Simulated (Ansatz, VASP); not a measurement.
KF: VASP beside Ansatz

```xyz
2
Lattice="0.0000 2.6719 2.6719 2.6719 0.0000 2.6719 2.6719 2.6719 0.0000" Properties=species:S:1:pos:R:3 pbc="T T T"
K     0.0000    0.0000    0.0000
F     2.6719    2.6719    2.6719
```

Alike in both runs: task single point; functional r2SCAN; k mesh 6 × 6 × 6; occupations gaussian, width 0.1 eV; no spin polarisation.

|  | VASP | Ansatz |
| --- | --- | --- |
| version | VASP 6.6.1 | Ansatz 0.2.0 |
| potentials or method | VASP PAW PBE potentials, release 64 (K_sv, F), cutoff 660 eV | scalar-relativistic, plane waves, PAW |
| valence electrons in the cell | 16 | 16 |

VASP gave:

| Quantity | Value |
| --- | --- |
| gap on the k mesh at the Fermi level (eV) | 6.83 |
| least direct gap on the mesh (eV) | 6.83 |
| pressure (GPa) | -0.6 |

What did Ansatz give for the same quantities?

gap on the k mesh at the Fermi level (eV): 6.83; least direct gap on the mesh (eV): 6.83; pressure (GPa): -0.5.

VASP's potentials were made for PBE, not for r2SCAN. With one functional, cell and mesh, what is left measures potentials, basis and numerics.
